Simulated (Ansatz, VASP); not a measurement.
LaHg in VASP and in Ansatz

```
CELL_PARAMETERS angstrom
3.83700 0.00000 0.00000
0.00000 3.83700 0.00000
0.00000 0.00000 3.79863
ATOMIC_POSITIONS crystal
La 0.50000 0.50000 0.50000
Hg 0.00000 0.00000 0.00000
```

Change from the starting cell: zz strain of -1 %, PAW files.

Alike in both runs: task electric field gradients; functional LDA; k mesh 11 × 11 × 11; occupations fermi-dirac, width 0.08 eV; no spin polarisation.

|  | VASP | Ansatz |
| --- | --- | --- |
| version | VASP 6.6.1 | Ansatz 0.2.0 |
| potentials or method | VASP PAW LDA potentials, release 64 (La, Hg) | PAW with Ansatz's default frozen-core files, scalar-relativistic |
| plane-wave cutoff (eV) | 520 | 420 |
| valence electrons in the cell | 23 | 31 |

```csv
,VASP,Ansatz,Ansatz less VASP
pressure (GPa),-1.2,-1.3,-0.18
"traceless stress, the component that is largest in VASP (GPa)",0.11,0.11,+0.001
size of Vzz on the site where it differs most (V/Å²),1.5,0.6,-0.94
```

LDA's correlation is that of Perdew and Zunger in VASP and of Perdew and Wang (1992) in Ansatz. VASP's potentials hold 23 valence electrons a cell and Ansatz's 31, so a difference there can come from the potentials and not from the codes.

Neither program's run includes spin-orbit coupling.
